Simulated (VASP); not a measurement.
Mo: relaxation of cell and atoms with LDA

Crystal: Mo.

```
Mo
1.0
    -1.55638    1.55638    1.55638
     1.55638   -1.55638    1.55638
     1.55638    1.55638   -1.55638
Mo
1
Direct
  0.00000 0.00000 0.00000
```

```yaml
Program: VASP 6.6.1
Task: relaxation of cell and atoms
Functional: LDA
Potentials_or_basis: VASP PAW LDA potentials, release 64 (Mo_sv)
Cutoff: 600 eV
k_mesh: 18 × 18 × 18
Occupations: gaussian, width 0.1 eV
Spin: no spin polarisation
Dipole_correction: no
Further_INCAR_settings: ALGO = Normal; EDIFF = 1e-06; IBRION = 2; EDIFFG = -0.005; NSW = 100; ISIF = 3
```

```json
{
  "Relaxed volume": "15.12 Å³/atom",
  "Relaxed cell": "a = 2.698 Å, b = 2.698 Å, c = 2.698 Å, α = 109.47°, β = 109.47°, γ = 109.47°",
  "Space group after relaxing (to 0.05 Å)": "Im-3m (No. 229)",
  "Energy gained by relaxing": "0.1 meV/atom",
  "Ionic steps": "3",
  "Pressure after relaxing": "0.0 GPa",
  "Band gap on the k mesh": "zero (band 7 reaches 17.21 eV, above the bottom of band 8 at 11.57 eV)"
}
```

The path:
```
step  energy change (eV)  largest force (eV/Å)  pressure (GPa)  volume (Å³)
   1              0.0000                0.0000            0.79        15.08
   2              0.0008                0.0000           -2.31        15.24
   3             -0.0001                0.0000           -0.02        15.12
```

Final structure:
```
Mo
1.0
    -1.55778    1.55778    1.55778
     1.55778   -1.55778    1.55778
     1.55778    1.55778   -1.55778
Mo
1
Direct
  0.00000 0.00000 0.00000
```

Levels at points of the mesh, in eV from the Fermi level:
```csv
k point,band 3,band 4,band 5,band 6,band 7,band 8,band 9,band 10,band 11
"(0.00, 0.00, 0.00)",-34.34,-34.34,-7.36,-1.47,-1.47,-1.47,1.65,1.65,14.84
"(0.50, 0.00, 0.00)",-34.84,-34.35,-5.57,-3.61,1.71,1.78,2.36,4.98,12.00
"(0.50, 0.50, 0.50)",-35.42,-35.42,-5.76,-5.76,4.17,4.17,4.17,9.28,9.28
```

Run time: 34 s on 1 thread of Intel(R) Xeon(R) Platinum 8488C (Sapphire Rapids), with other jobs on the host, peak memory 0.17 GiB.
